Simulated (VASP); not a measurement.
Crystal: Ru.

```xyz
1
Lattice="0.0000 1.8105 1.8105 1.8105 0.0000 1.8105 1.8105 1.8105 0.0000" Properties=species:S:1:pos:R:3 pbc="T T T"
Ru    0.0000    0.0000    0.0000
```

| Item | Value |
| --- | --- |
| Program | VASP 6.6.1 |
| Task | relaxation of cell and atoms |
| Functional | PBE |
| Potentials or basis | VASP PAW PBE potentials, release 64 (Ru_pv) |
| Cutoff | 600 eV |
| k mesh | 16 × 16 × 16 |
| Occupations | fermi-dirac, width 0.05 eV |
| Spin | no spin polarisation |

At the start: pressure 67.9 GPa; volume 11.87 Å³/atom.

**Question.** How do energy, volume and symmetry change on relaxing?

**Answer.** Over 5 steps the energy falls by 358.4 meV/atom and the volume is 13.83 Å³/atom (+16.5 %); space group Fm-3m (No. 225, to 0.05 Å).

Step by step:
| step | energy change (eV) | largest force (eV/Å) | pressure (GPa) | volume (Å³) |
| --- | --- | --- | --- | --- |
| 1 | 0.0000 | 0.0000 | 67.88 | 11.87 |
| 2 | 1.6693 | 0.0000 | -43.49 | 22.77 |
| 3 | -0.3416 | 0.0000 | -10.18 | 14.34 |
| 4 | -0.3576 | 0.0000 | -2.41 | 13.94 |
| 5 | -0.3584 | 0.0000 | 0.05 | 13.83 |

Final structure:
```cif
data_structure
_symmetry_space_group_name_H-M 'P 1'
_symmetry_Int_Tables_number 1
_cell_length_a 2.6941
_cell_length_b 2.6941
_cell_length_c 2.6941
_cell_angle_alpha 60.000
_cell_angle_beta 60.000
_cell_angle_gamma 60.000
_cell_volume 13.83
loop_
_atom_site_label
_atom_site_type_symbol
_atom_site_fract_x
_atom_site_fract_y
_atom_site_fract_z
_atom_site_occupancy
Ru1 Ru 0.00000 0.00000 0.00000 1
```

Caveat: the volume moved by over 15 % at a fixed basis, so the end points are rough.
